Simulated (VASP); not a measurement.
Crystal: Zn.

```
Zn
1.0
     2.61873    0.00000    0.00000
    -1.30936    2.26788    0.00000
     0.00000    0.00000    4.83890
Zn
2
Direct
  0.33333 0.66667 0.25000
  0.66667 0.33333 0.75000
```

Program: VASP 6.6.1. Alike in all runs: task single point; level r2SCAN; potentials or basis VASP PAW PBE potentials, release 64 (Zn); no spin polarisation; cell as given; cutoff (eV) 520.

Task: Order these runs on this cell by their pressure, lowest first.
A. k mesh 4 × 4 × 2; smearing fermi-dirac 0.1 eV
B. k mesh 2 × 2 × 1; smearing fermi-dirac 0.1 eV
C. k mesh 14 × 14 × 7; smearing fermi-dirac 0.3 eV

Result: A (-0.7 GPa), C (0.9 GPa), B (6.2 GPa).

Caveats: some runs use coarse meshes; the PAW data sets were made with another functional, which shifts forces and pressure a little.
